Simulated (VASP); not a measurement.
A run of VASP 6.6.1 is set up as follows.

File INCAR:

```
SYSTEM = Al
  ALGO = Normal
  EDIFF = 1E-6
  ENCUT = 520
  GGA = PS
  ISIF = 2
  ISMEAR = -1
  LASPH = .TRUE.
  LCHARG = .TRUE.
  LELF = .TRUE.
  LREAL = .FALSE.
  LVHAR = .TRUE.
  LWAVE = .FALSE.
  NBANDS = 8
  NELM = 80
  PREC = Accurate
  SIGMA = 0.05
```

Contents of KPOINTS:

```
k-points
0
G
  14 14 14
  0 0 0
```

Contents of POSCAR:

```
Al
1.0
    0.0000000000      2.0103958323      2.0103958323
    2.0103958323      0.0000000000      2.0103958323
    2.0103958323      2.0103958323      0.0000000000
Al
1
Direct
    0.0000000000      0.0000000000      0.0000000000
```

Potentials or basis: VASP PAW PBE potentials, release 64 (Al).

Run with:

```sh
$ cat potpaw_PBE.64/Al/POTCAR > POTCAR
$ mpirun -np 1 vasp_std > vasp.out
```

(1) Estimate the pressure.

Results:

(1) -0.5 GPa.

Caveat: the PAW data sets were made with another functional, which shifts forces and pressure a little.
